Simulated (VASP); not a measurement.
MgS: single point with LDA

The system is MgS.

```
Mg S
1.0
     0.00000    2.60623    2.60623
     2.60623    0.00000    2.60623
     2.60623    2.60623    0.00000
Mg S
1 1
Direct
  0.00000 0.00000 0.00000
  0.75000 0.75000 0.75000
```

- Program: VASP 6.6.1
- Task: single point
- Functional: LDA
- Potentials or basis: VASP PAW LDA potentials, release 64 (Mg, S)
- Cutoff: 520 eV
- k mesh: 7 × 7 × 7
- Occupations: gaussian, width 0.01 eV
- Spin: no spin polarisation

* Pressure: 19.8 GPa
* Band gap on the k mesh: 3.55 eV, indirect (least direct gap 4.56 eV)

Levels at points of the mesh, in eV from the valence-band top:
```
           k point  band 2  band 3  band 4  band 5  band 6  band 7
(0.00, 0.00, 0.00)    0.00    0.00    0.00    4.56    8.38    8.38
```

Wall time 7.1 s on 1 thread of Intel Xeon 6975P-C, with other jobs on the host, peak memory 0.14 GiB.

A k mesh can miss the band edges. LDA gaps usually lie below the measured ones, often by a third to a half.
